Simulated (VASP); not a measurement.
Set up this calculation in VASP 6.6.1, as the native input.

```yaml
Task: single point
Functional: PBEsol
Potentials_or_basis: VASP PAW PBE potentials, release 64 (In_d, P)
Cutoff: 520 eV
k_mesh: 7 × 7 × 7
Occupations: fermi-dirac, width 0.05 eV
Spin: no spin polarisation
Dipole_correction: no
Further_INCAR_settings: ALGO = Normal; EDIFF = 1e-07; NBANDS = 16
```

The structure of InP lies in POSCAR:

```
InP
1.0
    0.0000000000      2.8718900000      2.9305000000
    2.8718900000      0.0000000000      2.9305000000
    2.8718900000      2.8718900000      0.0000000000
In P
1 1
Direct
    0.0000000000      0.0000000000      0.0000000000
    0.7500000000      0.7500000000      0.7500000000
```

One way to write it, as run:

INCAR

```
PREC     = Accurate       # precision mode
ENCUT    = 520            # plane-wave cutoff, eV
EDIFF    = 1E-7           # SCF threshold, eV
ISMEAR   = -1             # smearing method
SIGMA    = 0.05           # smearing width, eV
LREAL    = False          # projectors in reciprocal space
LASPH    = True           # aspherical terms in the spheres
NELM     = 60             # most SCF steps
ALGO     = Normal         # electronic algorithm
ISIF     = 2              # what is computed and relaxed
LWAVE    = False          # write WAVECAR
LCHARG   = False          # write CHGCAR
GGA      = PS             # functional
NBANDS   = 16             # bands
```

KPOINTS

```
Automatic mesh
0
Gamma
  7 7 7
```

Potentials or basis: VASP PAW PBE potentials, release 64 (In_d, P).

Run with:

```console
$ cat potpaw_PBE.64/In_d/POTCAR potpaw_PBE.64/P/POTCAR > POTCAR
$ mpirun -np 1 vasp_std > vasp.out
```

It gave:

- Pressure: 3.6 GPa
- Band gap on the k mesh: 0.79 eV, direct

Caveat: the PAW data sets were made with another functional, which shifts forces and pressure a little; spin-orbit coupling is left out, which moves the levels of the heavy elements.

Run time: 19 s on 1 thread of Intel(R) Xeon(R) Platinum 8488C (Sapphire Rapids), on a shared host, peak memory 0.18 GiB.
